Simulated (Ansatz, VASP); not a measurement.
## Pt in VASP and in Ansatz

The input INCAR:

```
SYSTEM = Pt
PREC     = Accurate       ! precision mode
ENCUT    = 520            ! plane-wave cutoff, eV
EDIFF    = 1E-6           ! SCF threshold, eV
ISMEAR   = 0              ! smearing method
SIGMA    = 0.15           ! smearing width, eV
LREAL    = .False.        ! projectors in reciprocal space
LASPH    = .True.         ! aspherical terms in the spheres
NELM     = 100            ! most SCF steps
ALGO     = Fast           ! electronic algorithm
ISIF     = 2              ! what is computed and relaxed
LWAVE    = .False.        ! write WAVECAR
LCHARG   = .False.        ! write CHGCAR
NBANDS   = 11             ! bands
```

The input KPOINTS:

```
Automatic mesh
0
Gamma
  22 22 22
  0 0 0
```

File POSCAR:

```
Pt
1.0
    0.0000000000      2.1840392652      1.7323799452
    2.1840392652      0.0000000000      1.7323799452
    2.1840392652      2.1840392652      0.0000000000
Pt
1
Direct
    0.0000000000      0.0000000000      0.0000000000
```

Input for Ansatz:

```yaml
crystal:
  lattice:
    - [0.0, 2.1840392652, 1.7323799452]
    - [2.1840392652, 0.0, 1.7323799452]
    - [2.1840392652, 2.1840392652, 0.0]
  atoms:
    - { symbol: Pt, position: [0.0, 0.0, 0.0] }
basis:
  ecutwfc: 420
kpoints:
  mp_grid: { grid: [22, 22, 22] }
hamiltonian:
  xc: lda
  pseudopotentials: { kind: paw, azcp: { folder: soft_1 } }
scf:
  occupations: { method: gaussian, width: 0.15 }
output:
  forces: true
  stress: true
  eigenvalues: true
```

Alike in both runs: task single point; functional LDA; k mesh 22 × 22 × 22; occupations gaussian, width 0.15 eV; no spin polarisation.

```csv
,VASP,Ansatz
version,VASP 6.6.1,Ansatz 0.2.0
potentials or method,"VASP PAW LDA potentials, release 64 (Pt), cutoff 520 eV","scalar-relativistic, plane waves, PAW"
valence electrons in the cell,10,18
```

```csv
,VASP,Ansatz,Ansatz less VASP
gap on the k mesh at the Fermi level (eV),none,none,-
pressure (GPa),-23.1,-23.6,-0.50
"traceless stress, the component that is largest in VASP (GPa)",3.59,3.59,+0.001
```

Ansatz warns that its potentials were made for another functional, while VASP's fit it. LDA's correlation is that of Perdew and Zunger in VASP and of Perdew and Wang (1992) in Ansatz. A gap of «none» marks a metal or a gap that the smearing closes. VASP's potentials hold 10 valence electrons a cell and Ansatz's 18, so a difference there can come from the potentials and not from the codes.

Spin-orbit coupling is off throughout.
